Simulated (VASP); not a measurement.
A run of VASP 6.6.1:

Contents of POSCAR:

```
Ta3Sb
1.0
    5.1575208624      0.0000000000      0.0000000000
    0.0000000000      5.1575208624      0.0000000000
    0.0000000000      0.0000000000      5.1575208624
Ta Sb
6 2
Direct
    0.2500000000      0.0000000000      0.5000000000
    0.5000000000      0.7500000000      0.0000000000
    0.7500000000      0.0000000000      0.5000000000
    0.5000000000      0.2500000000      0.0000000000
    0.0000000000      0.5000000000      0.7500000000
    0.0000000000      0.5000000000      0.2500000000
    0.0000000000      0.0000000000      0.0000000000
    0.5000000000      0.5000000000      0.5000000000
```

Contents of INCAR.step1:

```
  PREC = Accurate
  ENCUT = 520
  ISMEAR = 1
  SIGMA = 0.1
  LREAL = F
  LASPH = T
  NELM = 100
  NBANDS = 48
  GGA = PE
  ALGO = Normal
  EDIFF = 1E-4
  LWAVE = T
  LCHARG = F
```

File INCAR.step2:

```
  PREC = Accurate
  ENCUT = 520
  EDIFF = 1E-7
  ISMEAR = 1
  SIGMA = 0.1
  LREAL = F
  LASPH = T
  NELM = 100
  ALGO = Normal
  ISIF = 2
  LWAVE = F
  LCHARG = F
  METAGGA = R2SCAN
  LMIXTAU = T
  IVDW = 12
  VDW_S6 = 1.0
  VDW_S8 = 0.78981345
  VDW_A1 = 0.49484001
  VDW_A2 = 5.73083694
  NBANDS = 48
  ISTART = 1
```

Contents of KPOINTS:

```
regular mesh
0
Gamma
  5 5 5
```

Potentials or basis: VASP PAW PBE potentials, release 64 (Ta_pv, Sb).

The run is started by

```bash
$ cat potpaw_PBE.64/Ta_pv/POTCAR potpaw_PBE.64/Sb/POTCAR > POTCAR
$ cp INCAR.step1 INCAR
$ mpirun -np 1 vasp_std > vasp.out
$ cp INCAR.step2 INCAR
$ mpirun -np 1 vasp_std > vasp.out
```

Hardware: 1 thread of Oxide Virtual Turin-like Processor (shared host).

Task: Estimate the wall time of this run.

Result: It took 6.1 min on 1 thread of Oxide Virtual Turin-like Processor, on a shared host, peak memory 0.25 GiB. Counts: k points 10.
